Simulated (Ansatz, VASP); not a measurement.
**AlNi3 in VASP and in Ansatz**

INCAR

```
  ALGO = Fast
  EDIFF = 1E-6
  ENCUT = 520
  GGA = PS
  ISIF = 2
  ISMEAR = 0
  LASPH = T
  LCHARG = F
  LREAL = F
  LWAVE = F
  NBANDS = 24
  NELM = 100
  PREC = Accurate
  SIGMA = 0.15
```

Contents of KPOINTS:

```
k-points
0
Gamma
  14 14 14
```

Contents of POSCAR:

```
AlNi3
1.0
    0.2739527054      2.8963461837      2.8963461837
    2.8963461837      0.2739527054      2.8963461837
    2.8963461837      2.8963461837      0.2739527054
Al Ni
1 3
Direct
    0.5000000000      0.5000000000      0.5000000000
    0.2500000000      0.2500000000      0.2500000000
    0.0000000000      0.0000000000      0.0000000000
    0.7500000000      0.7500000000      0.7500000000
```

Input for Ansatz:

```yaml
crystal:
  lattice:
    - [0.2739527054, 2.8963461837, 2.8963461837]
    - [2.8963461837, 0.2739527054, 2.8963461837]
    - [2.8963461837, 2.8963461837, 0.2739527054]
  atoms:
    - { symbol: Al, position: [0.5, 0.5, 0.5] }
    - { symbol: Ni, position: [0.25, 0.25, 0.25] }
    - { symbol: Ni, position: [0.0, 0.0, 0.0] }
    - { symbol: Ni, position: [0.75, 0.75, 0.75] }
basis:
  ecutwfc: 520.0
kpoints:
  mp_grid: { grid: [14, 14, 14] }
hamiltonian:
  xc: pbesol
  pseudopotentials: { kind: paw, azcp: { folder: soft_1 } }
scf:
  occupations: { method: gaussian, width: 0.15 }
output:
  forces: true
  stress: true
  eigenvalues: true
```

Alike in both runs: task single point; functional PBEsol; k mesh 14 × 14 × 14; occupations gaussian, width 0.15 eV; no spin polarisation.

|  | VASP | Ansatz |
| --- | --- | --- |
| version | VASP 6.6.1 | Ansatz 0.2.0 |
| potentials or method | VASP PAW PBE potentials, release 64 (Al, Ni), cutoff 520 eV | scalar-relativistic, plane waves, PAW |
| valence electrons in the cell | 33 | 57 |

|  | VASP | Ansatz | Ansatz less VASP |
| --- | --- | --- | --- |
| gap on the k mesh at the Fermi level (eV) | none | none | - |
| pressure (GPa) | 15.8 | 15.7 | -0.02 |
| traceless stress, the component that is largest in VASP (GPa) | -12.83 | -12.93 | -0.093 |
| rms of the force components (eV/Å) | 0.054 | 0.060 | +0.0059 |

VASP's potentials were made for PBE, not for PBEsol, and Ansatz warns of the same on its side. Atom by atom the forces differ by 0.006 eV/Å (rms over components). A gap of «none» marks a metal or a gap that the smearing closes. The functional is the same, so the differences come from potentials, cutoffs and numerics. VASP's potentials hold 33 valence electrons a cell and Ansatz's 57, so a difference there can come from the potentials and not from the codes.
